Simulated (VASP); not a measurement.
Runs of VASP 6.6.1 on BAs (zincblende type). The structure is that of space group F-43m (No. 216), or close to it. The cells are those of the table. 

```csv
task,cell,cutoff (eV),k mesh for the DOS,occupations for the DOS,gap on the mesh (eV),pressure (GPa)
electric field gradients,"a = 3.467 Å, angles 60.0°, 2 atoms",520,-,-,1.25,-6.3
single point,"a = 3.467 Å, angles 60.0°, 2 atoms",520,-,-,1.25,-6.3
electric field gradients,"a = 3.332 Å, angles 60.0°, 2 atoms",520,-,-,1.13,(a)
electric field gradients,"a = 3.401 Å, angles 60.0°, 2 atoms",520,-,-,1.20,0.6
relaxation of cell and atoms,"relaxed from a = 3.403 Å, angles 60.0°, 2 atoms",600,-,-,1.20,0.0
electric field gradients,"a = 3.378 Å, angles 60.0°, 2 atoms",520,-,-,1.18,(b)
electric field gradients,"a = 3.423 Å, angles 60.0°, 2 atoms",520,-,-,1.22,-2.0
single point,"a = 3.401 Å, angles 60.0°, 2 atoms",520,-,-,1.20,0.6
```

Alike in all rows: level PBE; potentials or basis VASP PAW PBE potentials, release 64 (B, As); no spin polarisation; k mesh 15 × 15 × 15; smearing fermi-dirac 0.08 eV.

Question: Fill in the values left out.

Answer: (a) 10.0; (b) 3.4.

A k mesh can miss the band edges, and the runs leave out spin-orbit coupling on As.
